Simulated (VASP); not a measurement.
## Mo: single point with PBE

Crystal: Mo.

```
Mo
1.0
     0.00000    2.84363    2.84363
     2.84363    0.00000    2.84363
     2.84363    2.84363    0.00000
Mo
2
Direct
  0.87500 0.87500 0.87500
  0.12500 0.12500 0.12500
```

This isn't the form of Mo at room conditions, which is bcc.

```json
{
 "Program": "VASP 6.6.1",
 "Task": "single point",
 "Functional": "PBE",
 "Potentials or basis": "VASP PAW PBE potentials, release 64 (Mo_sv)",
 "Cutoff": "520 eV",
 "k mesh": "14 × 14 × 14",
 "Occupations": "fermi-dirac, width 0.05 eV",
 "Spin": "no spin polarisation",
 "Dipole correction": "no",
 "k mesh for the DOS": "21 × 21 × 21",
 "Occupations for the DOS": "tetrahedron",
 "Further INCAR settings": "ALGO = Normal; EDIFF = 1e-07; NBANDS = 21"
}
```

| Property | Result |
| --- | --- |
| Valence electrons inside the program's atomic spheres | Mo 12.75 |

Levels at points of the mesh, in eV from the Fermi level:
| k point | band 11 | band 12 | band 13 | band 14 | band 15 | band 16 | band 17 | band 18 |
| --- | --- | --- | --- | --- | --- | --- | --- | --- |
| (0.00, 0.00, 0.00) | -2.22 | -1.35 | -1.35 | -1.35 | 1.29 | 1.29 | 1.29 | 4.34 |

It took 2 min on 1 thread of Intel(R) Xeon(R) 6975P-C (Granite Rapids), with other jobs on the host, peak memory 0.32 GiB.
